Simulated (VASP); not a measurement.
**ZnO: single point with r2SCAN**

ZnO:

```xyz
4
Lattice="2.9769 0.0000 0.0000 -1.4884 2.5780 0.0000 0.0000 0.0000 5.1256" Properties=species:S:1:pos:R:3 pbc="T T T"
Zn    0.0000    0.0000    0.0000
Zn    0.0000    0.0000    2.5628
O     0.0000    1.7187    1.2814
O     1.4884    0.8593    3.8442
```

```json
{"Program": "VASP 6.6.1", "Task": "single point", "Functional": "r2SCAN", "Potentials or basis": "VASP PAW PBE potentials, release 64 (Zn, O)", "Cutoff": "520 eV", "k mesh": "12 × 12 × 6", "Occupations": "gaussian, width 0.01 eV", "Spin": "no spin polarisation", "Dipole correction": "no", "Further INCAR settings": "ALGO = Normal; EDIFF = 1e-07; NBANDS = 26"}
```

* Pressure: 1.3 GPa
* Band gap on the k mesh: 1.34 eV, direct

Stress tensor (GPa, compression positive):
```
1.17 0.00 0.00
0.00 1.17 0.00
0.00 0.00 1.47
```

Levels at points of the mesh, in eV from the valence-band top:
```csv
k point,band 14,band 15,band 16,band 17,band 18,band 19,band 20,band 21,band 22,band 23
"(0.00, 0.00, 0.00)",-1.68,-1.27,-1.27,0.00,0.00,1.34,6.39,9.52,14.99,14.99
"(0.50, 0.00, 0.00)",-4.02,-3.46,-2.61,-0.74,-0.05,6.82,7.24,7.80,10.87,11.76
"(0.00, 0.00, 0.50)",-3.75,-0.54,-0.54,-0.54,-0.54,4.45,4.45,11.87,11.87,16.04
"(0.50, 0.00, 0.50)",-3.97,-1.41,-1.41,-1.20,-1.20,5.87,5.87,10.70,10.70,12.38
```

Run time: 3.2 min on 1 thread of Intel(R) Xeon(R) Platinum 8488C (Sapphire Rapids), on a shared host, peak memory 0.21 GiB.

Caveat: the PAW data sets were made with another functional, which shifts forces and pressure a little. r2SCAN opens gaps a little over a GGA but as a rule still falls short of measured ones.
